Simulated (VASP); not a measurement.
The system is Li.

```xyz
2
Lattice="0.0000 2.4402 5.2095 1.5811 0.0000 5.2095 1.5811 2.4402 0.0000" Properties=species:S:1:pos:R:3 pbc="T T T"
Li    1.5811    2.4402    9.0536
Li    1.5811    2.4402    1.3655
```

| Quantity | Value |
| --- | --- |
| Program | VASP 6.6.1 |
| Task | relaxation of cell and atoms |
| Functional | PBE |
| Potentials or basis | VASP PAW PBE potentials, release 64 (Li_sv) |
| Cutoff | 600 eV |
| k mesh | 16 × 16 × 16 |
| Occupations | gaussian, width 0.1 eV |
| Spin | no spin polarisation |

At the start: pressure 0.1 GPa; volume 20.10 Å³/atom.

Question: How do energy, volume and symmetry change on relaxing?

Answer: Over 6 steps the energy falls by 2.5 meV/atom and the volume is 20.22 Å³/atom (+0.6 %); space group Fmmm (No. 69, to 0.1 Å) before and after.

Step by step:
```csv
step,energy change (eV),largest force (eV/Å),pressure (GPa),volume (Å³)
1,0.0000,0.0103,0.06,40.20
2,-0.0006,0.0102,0.04,40.24
3,-0.0023,0.0100,0.00,40.36
4,-0.0038,0.0093,-0.07,40.57
5,-0.0047,0.0057,-0.05,40.51
6,-0.0050,0.0025,-0.03,40.44
```

Final structure:
```yaml
crystal:
  lattice:
    - [0.00000, 2.52818, 5.26540]
    - [1.51901, 0.00000, 5.26540]
    - [1.51901, 2.52818, 0.00000]
  atoms:
    - { symbol: Li, position: [0.86975, 0.86975, 0.13025] }
    - { symbol: Li, position: [0.13025, 0.13025, 0.86975] }
```

Caveat: the cutoff is under 1.25 times the usual one of these potentials, so pressure, stress and relaxed cells hold a basis-set (Pulay) error.
